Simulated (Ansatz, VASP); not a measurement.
**Cu: VASP beside Ansatz**

```
Cu
1.0
    -1.44279    1.40672    1.37608
     1.44279   -1.40672    1.37608
     1.44279    1.40672   -1.37608
Cu
1
Direct
  0.00000 0.00000 0.00000
```

Change from the starting cell: strain -0.0250 x Voigt [0, 1, 0, 0, 0, 0], atoms carried along.

Alike in both runs: task single point; functional PBEsol; k mesh 24 × 24 × 24; occupations gaussian, width 0.15 eV; no spin polarisation.

|  | VASP | Ansatz |
| --- | --- | --- |
| version | VASP 6.6.1 | Ansatz 0.2.0 |
| potentials or method | VASP PAW PBE potentials, release 64 (Cu), cutoff 520 eV | scalar-relativistic, plane waves, PAW |
| valence electrons in the cell | 11 | 19 |

```csv
,VASP,Ansatz,Ansatz less VASP
gap on the k mesh at the Fermi level (eV),none,none,-
pressure (GPa),3.8,2.8,-0.97
"traceless stress, the component that is largest in VASP (GPa)",0.36,0.36,0.000
```

VASP's potentials were made for PBE, not for PBEsol. A gap of «none» marks a metal or a gap that the smearing closes. VASP's potentials hold 11 valence electrons a cell and Ansatz's 19, so a difference there can come from the potentials and not from the codes.
